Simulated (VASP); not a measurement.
# Pd (I4/mmm) in VASP: notebook, part 2 of 2

VASP 6.6.1.

### 4 Single point, PBEsol (strain +0.040 along x and y, -0.040 along z)

INCAR reads:

```
  ALGO = Normal
  EDIFF = 1E-6
  ENCUT = 520
  GGA = PS
  ISIF = 2
  ISMEAR = 0
  LASPH = T
  LCHARG = F
  LREAL = F
  LWAVE = F
  NBANDS = 11
  NELM = 100
  PREC = Accurate
  SIGMA = 0.15
```

KPOINTS reads:

```
k-points
0
Gamma
  20 20 20
```

POSCAR reads:

```
Pd
1.0
    0.0000000000      2.0226960000      1.8671040000
    2.0226960000      0.0000000000      1.8671040000
    2.0226960000      2.0226960000      0.0000000000
Pd
1
Direct
    0.0000000000      0.0000000000      0.0000000000
```

Potentials or basis: VASP PAW PBE potentials, release 64 (Pd).

Run with:

```
$ cat potpaw_PBE.64/Pd/POTCAR > POTCAR
$ mpirun -np 1 vasp_std > vasp.out
```

OUTCAR:

```text
EDIFF = 1E-6
   ENCUT = 520
   GGA = PS
   ISIF = 2
   ISMEAR = 0
   LASPH = T
   LREAL = F
   NELM = 100
   PREC = Accurate

 ion  position               nearest neighbor table
   1  0.000  0.000  0.000-

  LATTYP: Found a body centered tetragonal cell.
 ALAT       =     2.8605241158
 C/A-ratio  =     1.3054279037

  Lattice vectors:

 A1 = (   0.0000000000,  -2.0226960000,  -1.8671040000)
 A2 = (   0.0000000000,   2.0226960000,  -1.8671040000)
 A3 = (   2.0226960000,   0.0000000000,   1.8671040000)

Analysis of symmetry for initial positions (statically):
=====================================================================
 Subroutine PRICEL returns:
 Original cell was already a primitive cell.

 Routine SETGRP: Setting up the symmetry group for a
 body centered tetragonal supercell.

 Subroutine GETGRP returns: Found 16 space group operations
 (whereof 16 operations were pure point group operations)
 out of a pool of 16 trial point group operations.

The static configuration has the point symmetry D_4h.

Analysis of symmetry for dynamics (positions and initial velocities):
=====================================================================
 Subroutine PRICEL returns:
 Original cell was already a primitive cell.

 Routine SETGRP: Setting up the symmetry group for a
 body centered tetragonal supercell.

 Subroutine GETGRP returns: Found 16 space group operations
 (whereof 16 operations were pure point group operations)
 out of a pool of 16 trial point group operations.

The dynamic configuration has the point symmetry D_4h.

 Subroutine INISYM returns: Found 16 space group operations
 (whereof 16 operations are pure point group operations),
 and found     1 'primitive' translations

----------------------------------------------------------------------------------------

                                     Primitive cell

  volume of cell :      15.2778

  direct lattice vectors                    reciprocal lattice vectors
     0.000000000  2.022696000  1.867104000    -0.247194833  0.247194833  0.267794402
     2.022696000  0.000000000  1.867104000     0.247194833 -0.247194833  0.267794402
     2.022696000  2.022696000  0.000000000     0.247194833  0.247194833 -0.267794402

  length of vectors
     2.752703481  2.752703481  2.860524116     0.440368497  0.440368497  0.440368497

  position of ions in fractional coordinates (direct lattice)
     0.000000000  0.000000000  0.000000000

  ion indices of the primitive-cell ions
   primitive index   ion index
                 1           1

----------------------------------------------------------------------------------------

 KPOINTS: k-points

Automatic generation of k-mesh.
 Grid dimensions read from file:
 generate k-points for:   20   20   20

 Generating k-lattice:

  Cartesian coordinates                     Fractional coordinates (reciprocal lattice)
    -0.012359742  0.012359742  0.013389720     0.050000000  0.000000000  0.000000000
     0.012359742 -0.012359742  0.013389720     0.000000000  0.050000000  0.000000000
     0.012359742  0.012359742 -0.013389720     0.000000000  0.000000000  0.050000000

  Length of vectors
     0.022018425  0.022018425  0.022018425

  Shift w.r.t. Gamma in fractional coordinates (k-lattice)
     0.000000000  0.000000000  0.000000000

 Subroutine IBZKPT returns following result:
 ===========================================

 Found    641 irreducible k-points:

 Following reciprocal coordinates:
            Coordinates               Weight
  0.000000  0.000000  0.000000      1.000000
  0.050000  0.000000  0.000000      8.000000
  0.100000  0.000000  0.000000      8.000000
  0.150000 -0.000000  0.000000      8.000000
  0.200000  0.000000  0.000000      8.000000
  0.250000  0.000000  0.000000      8.000000
[... 16 lines left out ...]
 -0.400000  0.050000  0.000000      8.000000
 -0.350000  0.050000  0.000000      8.000000
 [... further k-points ...]
   k-points           NKPTS =    641   k-points in BZ     NKDIM =    641   number of bands    NBANDS=     11
   number of dos      NEDOS =    301   number of ions     NIONS =      1
   total plane-waves  NPLWV =   9600
   dimension x,y,z NGX =    20 NGY =   20 NGZ =   24
   dimension x,y,z NGXF=    40 NGYF=   40 NGZF=   48
   ions per type =               1
   NGX,Y,Z   is equivalent  to a cutoff of  12.08, 12.08, 13.95 a.u.
   NGXF,Y,Z  is equivalent  to a cutoff of  24.16, 24.16, 27.90 a.u.
 SYSTEM =  unknown system
   PREC   = accura    normal or accurate (medium, high low for compatibility)
   ISTART =      0    job   : 0-new  1-cont  2-samecut
   ICHARG =      2    charge: 1-file 2-atom 10-const
   ISPIN  =      1    spin polarized calculation?
   LNONCOLLINEAR =      F non collinear calculations
   LSORBIT =      F    spin-orbit coupling
   LASPH  =      T    aspherical Exc in radial PAW
   ENCUT  =  520.0 eV  38.22 Ry    6.18 a.u.   5.12  5.12  5.32*2*pi/ulx,y,z
   NELM   =    100;   NELMIN=  2; NELMDL= -5     # of ELM steps
   EDIFF  = 0.1E-05   stopping-criterion for ELM
   LREAL  =      F    real-space projection
   EDIFFG = 0.1E-04   stopping-criterion for IOM
   NSW    =      0    number of steps for IOM
   IBRION =     -1    ionic relax: 0-MD 1-quasi-New 2-CG
   NFREE  =      0    steps in history (QN), initial steepest desc. (CG)
   ISIF   =      2    stress and relaxation
   ISYM   =      2    0-nonsym 1-usesym 2-fastsym
   POTIM  = 0.5000    time-step for ionic-motion
   TEBEG  =    0.0;   TEEND  =   0.0 temperature during run
   PSTRESS=    0.0 pullay stress
   NELECT =      10.0000    total number of electrons
   NUPDOWN=      -1.0000    fix difference up-down
   EMIN   =  10.00;   EMAX   =-10.00  energy-range for DOS
   EFERMI =   0.00;   METHOD = LEGACY
   ISMEAR =     0;   SIGMA  =   0.15  broadening in eV -4-tet -1-fermi 0-gaus
   EFERMI_NEDOS =   21; number of points for ismear=-14 and -15
   IALGO  =     38    algorithm
   IMIX   =      4    mixing-type and parameters
     AMIX     =   0.40;   BMIX     =  1.00
     AMIX_MAG =   1.60;   BMIX_MAG =  1.00
  volume/ion in A,a.u.               =      15.28       103.10
  Fermi-wavevector in a.u.,A,eV,Ry     =   1.421417  2.686089 27.489579  2.020427
  Thomas-Fermi vector in A             =   2.542229
   LORBIT       =      0    0 simple, 1 ext, 2 COOP (PROOUT), +10 PAW based schemes
   GGA     = PS    functional components
   LHFCALC =     F    Hartree Fock is set to
   AEXX    =    0.0000 exact exchange contribution
   IVDW    =     0    specifies the selected vdW correction
   LEPSILON=     F    determine dielectric tensor
   LRPA    =     F    only Hartree local field effects (RPA)
 non-spin polarized calculation
 Gauss-broadening in eV      SIGMA  =   0.15
  energy-cutoff  :      520.00
  volume of cell :       15.28
 maximum number of plane-waves:       427
   NGX = 11   NGY = 11   NGZ = 11

 number of electron      10.0000000 magnetization

 number of electron       9.9999998 magnetization

 Free energy of the ion-electron system (eV)
  ---------------------------------------------------
  ext. energy  EPLUGINS =         0.00000000
  ---------------------------------------------------
  free energy    TOTEN  =        -5.94372068 eV

  energy without entropy =       -5.91730053  energy(sigma->0) =       -5.93051061

 E-fermi :   9.0275     XC(G=0): -13.1624

 val. band max:        9.0272391544   @ k =  -0.1000   0.4000   0.3000
 cond. band min:       9.0275408762   @ k =  -0.2500   0.3000   0.2500
 fundamental gap:      0.0003017218
 Fermi energy:         9.0274585188

 k-point     1 :       0.0000    0.0000    0.0000
  band No.  band energies     occupation
      1       2.0700      2.00000
      2       6.1393      2.00000
      3       6.1393      2.00000
      4       6.8140      2.00000
      5       7.4982      2.00000
      6       8.1911      2.00000
      7      26.2513      0.00000
      8      30.1172      0.00000
      9      30.1172      0.00000
     10      31.9801      0.00000
     11      35.2329      0.00000
[... 309 lines left out ...]
 k-point    24 :      -0.3500    0.0500    0.0000
  band No.  band energies     occupation
      1       4.1104      2.00000
      2       6.1496      2.00000
      3       6.7204      2.00000
      4       7.6552      2.00000
      5       8.5368      2.00000
      6       9.0183      1.06859
      7      19.1670      0.00000
      8      26.0946      0.00000
      9      30.3541      0.00000
     10      30.5805      0.00000
     11      34.4231      0.00000

 [... further k-points ...]

------------------------ aborting loop because EDIFF is reached ----------------------------------------

  FORCE on cell =-STRESS in cart. coord.  units (eV):
  Direction    XX          YY          ZZ          XY          YZ          ZX
  --------------------------------------------------------------------------------------
  -------------------------------------------------------------------------------------
  Total       -0.9097273     -0.9097273     -0.6583409      0.0000000      0.0000000      0.0000000
  in kB      -95.4030066    -95.4030066    -69.0401433      0.0000000      0.0000000      0.0000000
  external PRESSURE =     -86.6153855 kB  Pullay stress =       0.0000000 kB

 VOLUME and BASIS-vectors are now :
 -----------------------------------------------------------------------------
  energy-cutoff  :      520.00
  volume of cell :       15.28
      direct lattice vectors                 reciprocal lattice vectors
     0.000000000  2.022696000  1.867104000    -0.247194833  0.247194833  0.267794402
     2.022696000  0.000000000  1.867104000     0.247194833 -0.247194833  0.267794402
     2.022696000  2.022696000  0.000000000     0.247194833  0.247194833 -0.267794402

 POSITION                                       TOTAL-FORCE (eV/Angst)
 -----------------------------------------------------------------------------------
      0.00000      0.00000      0.00000         0.000000     -0.000000      0.000000
 -----------------------------------------------------------------------------------
    total drift:                               -0.000000     -0.000000     -0.000000

  FREE ENERGIE OF THE ION-ELECTRON SYSTEM (eV)
  ---------------------------------------------------
  free  energy   TOTEN  =        -5.9437206801 eV

  energy  without entropy=       -5.9173005308  energy(sigma->0) =       -5.93051061
```

OSZICAR:

```text
N       E                     dE             d eps       ncg     rms          rms(c)
DAV:   1     0.412706418960E+02    0.41271E+02   -0.51503E+03 14174   0.850E+02
DAV:   2    -0.574711316944E+01   -0.47018E+02   -0.45421E+02 15927   0.181E+02
DAV:   3    -0.631895544550E+01   -0.57184E+00   -0.56894E+00 16888   0.212E+01
DAV:   4    -0.632160616081E+01   -0.26507E-02   -0.26503E-02 16871   0.153E+00
DAV:   5    -0.632163619588E+01   -0.30035E-04   -0.30035E-04 18192   0.146E-01    0.758E+00
DAV:   6    -0.595724541882E+01    0.36439E+00   -0.16314E+00 17147   0.102E+01    0.332E+00
DAV:   7    -0.594786408010E+01    0.93813E-02   -0.14397E-02 17946   0.870E-01    0.182E+00
DAV:   8    -0.594372531989E+01    0.41388E-02   -0.11747E-03 17425   0.273E-01    0.688E-02
DAV:   9    -0.594371911465E+01    0.62052E-05   -0.57943E-05 18845   0.660E-02    0.287E-02
DAV:  10    -0.594372093909E+01   -0.18244E-05   -0.56928E-06 17226   0.228E-02    0.645E-03
DAV:  11    -0.594372068008E+01    0.25901E-06   -0.75403E-08 11563   0.320E-03
   1 F= -.59437207E+01 E0= -.59305106E+01  d E =-.264201E-01
```

stdout:

```text
POSCAR found type information on POSCAR Pd
 POSCAR found :  1 types and       1 ions
 scaLAPACK will be used
 -----------------------------------------------------------------------------
|                                                                             |
|                                                                             |
|     You enforced a specific xc type in the INCAR file but a different       |
|     I HOPE YOU KNOW WHAT YOU ARE DOING!                                     |
|                                                                             |
 -----------------------------------------------------------------------------

 LDA part: xc-table for (Slater+PW92), standard interpolation
 POSCAR, INCAR and KPOINTS ok, starting setup
 FFT: planning ... GRIDC
 FFT: planning ... GRID_SOFT
 FFT: planning ... GRID
 WAVECAR not read
 entering main loop
```

Run time: 2.3 min. Hardware: 1 thread of AMD EPYC 7R13, shared host; peak memory 0.19 GiB.

What came out:

| Item | Value |
| --- | --- |
| Free energy | -5.9437 eV |
| Pressure | -8.7 GPa |
| Band gap on the k mesh | zero (bands 5 and 6 overlap by 1.72 eV) |

Stress tensor (GPa, compression positive):
```
-9.54  0.00  0.00
 0.00 -9.54  0.00
 0.00  0.00 -6.90
```

Levels at points of the mesh, in eV from the Fermi level:
| k point | band 1 | band 2 | band 3 | band 4 | band 5 | band 6 | band 7 | band 8 | band 9 | band 10 |
| --- | --- | --- | --- | --- | --- | --- | --- | --- | --- | --- |
| (0.00, 0.00, 0.00) | -6.96 | -2.89 | -2.89 | -2.21 | -1.53 | -0.84 | 17.22 | 21.09 | 21.09 | 22.95 |
| (0.50, 0.00, 0.00) | -5.06 | -3.07 | -2.36 | -0.18 | 0.15 | 1.03 | 7.03 | 16.28 | 19.85 | 21.80 |
| (0.50, 0.50, 0.00) | -5.11 | -4.85 | -0.03 | 0.29 | 0.29 | 4.35 | 11.81 | 11.96 | 11.96 | 20.09 |
| (0.50, 0.00, 0.50) | -5.12 | -4.81 | -0.08 | 0.04 | 0.47 | 2.78 | 9.67 | 13.26 | 13.71 | 21.56 |

Caveat: the cell differs from its parent crystal (strain +0.040 along x and y, -0.040 along z); the cell stands under tension; the PAW data sets were made with another functional, which shifts forces and pressure a little.

### 5 Single point, PBEsol (strain +0.080 along x and y, -0.080 along z)

INCAR reads:

```
PREC = Accurate ; ENCUT = 520
EDIFF = 1E-6 ; ISMEAR = 0
SIGMA = 0.15 ; LREAL = F
LASPH = T ; NELM = 80
ALGO = Normal ; ISIF = 2
LWAVE = F ; LCHARG = F
GGA = PS ; NBANDS = 11
```

KPOINTS reads:

```
Automatic mesh
0
Gamma
  20 20 20
```

POSCAR reads:

```
Pd
1.0
    0.0000000000      2.1004920000      1.7893080000
    2.1004920000      0.0000000000      1.7893080000
    2.1004920000      2.1004920000      0.0000000000
Pd
1
Direct
    0.0000000000      0.0000000000      0.0000000000
```

Potentials or basis: VASP PAW PBE potentials, release 64 (Pd).

Run with:

```
$ cat potpaw_PBE.64/Pd/POTCAR > POTCAR
$ mpirun -np 1 vasp_std > vasp.out
```

OUTCAR:

```text
PREC = Accurate
   ENCUT = 520
   EDIFF = 1E-6
   ISMEAR = 0
   LREAL = F
   LASPH = T
   NELM = 80
   ISIF = 2
   GGA = PS

 ion  position               nearest neighbor table
   1  0.000  0.000  0.000-

  LATTYP: Found a body centered tetragonal cell.
 ALAT       =     2.9705442741
 C/A-ratio  =     1.2047004420

  Lattice vectors:

 A1 = (   0.0000000000,  -2.1004920000,  -1.7893080000)
 A2 = (   0.0000000000,   2.1004920000,  -1.7893080000)
 A3 = (   2.1004920000,   0.0000000000,   1.7893080000)

[... 514 lines left out ...]
     11      32.7183      0.00000

 [... further k-points ...]

------------------------ aborting loop because EDIFF is reached ----------------------------------------

  FORCE on cell =-STRESS in cart. coord.  units (eV):
  Direction    XX          YY          ZZ          XY          YZ          ZX
  --------------------------------------------------------------------------------------
  -------------------------------------------------------------------------------------
  Total       -1.3742318     -1.3742318     -1.0571870      0.0000000      0.0000000      0.0000000
  in kB     -139.4483577   -139.4483577   -107.2766620      0.0000000      0.0000000      0.0000000
  external PRESSURE =    -128.7244591 kB  Pullay stress =       0.0000000 kB

 VOLUME and BASIS-vectors are now :
 -----------------------------------------------------------------------------
  energy-cutoff  :      520.00
  volume of cell :       15.79
      direct lattice vectors                 reciprocal lattice vectors
     0.000000000  2.100492000  1.789308000    -0.238039469  0.238039469  0.279437637
     2.100492000  0.000000000  1.789308000     0.238039469 -0.238039469  0.279437637
     2.100492000  2.100492000  0.000000000     0.238039469  0.238039469 -0.279437637

 POSITION                                       TOTAL-FORCE (eV/Angst)
 -----------------------------------------------------------------------------------
      0.00000      0.00000      0.00000         0.000000      0.000000     -0.000000
 -----------------------------------------------------------------------------------
    total drift:                               -0.000000     -0.000000     -0.000000

  FREE ENERGIE OF THE ION-ELECTRON SYSTEM (eV)
  ---------------------------------------------------
  free  energy   TOTEN  =        -5.8937728133 eV

  energy  without entropy=       -5.8732020216  energy(sigma->0) =       -5.88348742
```

OSZICAR:

```text
N       E                     dE             d eps       ncg     rms          rms(c)
DAV:   1     0.415994228363E+02    0.41599E+02   -0.51167E+03 14158   0.846E+02
DAV:   2    -0.565879404871E+01   -0.47258E+02   -0.45592E+02 15940   0.180E+02
DAV:   3    -0.625229890446E+01   -0.59350E+00   -0.59073E+00 16877   0.215E+01
DAV:   4    -0.625523510067E+01   -0.29362E-02   -0.29358E-02 16629   0.161E+00
DAV:   5    -0.625527057623E+01   -0.35476E-04   -0.35476E-04 18298   0.157E-01    0.692E+00
DAV:   6    -0.590526954869E+01    0.35000E+00   -0.16504E+00 17060   0.101E+01    0.300E+00
DAV:   7    -0.589743780168E+01    0.78317E-02   -0.70976E-03 17626   0.752E-01    0.169E+00
DAV:   8    -0.589377025856E+01    0.36675E-02   -0.11024E-03 17315   0.231E-01    0.466E-02
DAV:   9    -0.589377065614E+01   -0.39758E-06   -0.18397E-05 18300   0.393E-02    0.163E-02
DAV:  10    -0.589377288782E+01   -0.22317E-05   -0.15414E-06 17315   0.114E-02    0.294E-03
DAV:  11    -0.589377281331E+01    0.74510E-07   -0.65401E-08 10768   0.258E-03
   1 F= -.58937728E+01 E0= -.58834874E+01  d E =-.205708E-01
```

Run time: 3.2 min. Hardware: 1 thread of AMD EPYC 7R13, shared host; peak memory 0.2 GiB.

Results:

| Item | Value |
| --- | --- |
| Free energy | -5.8938 eV |
| Pressure | -12.9 GPa |
| Band gap on the k mesh | zero (bands 5 and 6 overlap by 1.55 eV) |

Levels at points of the mesh, in eV from the Fermi level:
| k point | band 2 | band 3 | band 4 | band 5 | band 6 | band 7 | band 8 | band 9 |
| --- | --- | --- | --- | --- | --- | --- | --- | --- |
| (0.00, 0.00, 0.00) | -2.83 | -2.83 | -1.82 | -1.66 | -0.62 | 17.52 | 20.37 | 20.37 |
| (0.50, 0.00, 0.00) | -3.20 | -1.84 | -0.34 | 0.31 | 1.16 | 6.89 | 15.85 | 18.74 |
| (0.50, 0.50, 0.00) | -4.62 | 0.01 | 0.28 | 0.28 | 5.54 | 10.89 | 10.89 | 12.98 |
| (0.50, 0.00, 0.50) | -4.42 | -0.21 | -0.18 | 0.56 | 2.36 | 8.73 | 13.55 | 14.41 |

Caveat: the cell differs from its parent crystal (strain +0.080 along x and y, -0.080 along z); the cell stands under tension; the PAW data sets were made with another functional, which shifts forces and pressure a little.

### 6 The runs side by side

```csv
cell,gap on the mesh (eV),pressure (GPa)
"a = 2.810, b = 2.810, c = 2.640 Å, angles 62.0, 62.0, 56.0°, 1 atom",none,-0.4
"a = 2.701, b = 2.701, c = 2.861 Å, angles 58.0, 58.0, 64.0°, 1 atom",none,-1.0
"a = 2.753, b = 2.753, c = 2.861 Å, angles 58.7, 58.7, 62.6°, 1 atom",none,-8.7
"a = 2.759, b = 2.759, c = 2.971 Å, angles 57.4, 57.4, 65.1°, 1 atom",none,-12.9
```

Alike in all rows: task single point; level PBEsol; potentials or basis VASP PAW PBE potentials, release 64 (Pd); no spin polarisation; k mesh 20 × 20 × 20; cutoff (eV) 520; smearing gaussian 0.15 eV.

Caveats: the PAW data sets were made with another functional, which shifts forces and pressure a little; the cell stands under tension (at least some runs); the stress differs along the axes, from -7 to 3 GPa (at least some runs).

Total energies depend on the potentials used, so only differences within one code and one set of settings carry meaning.
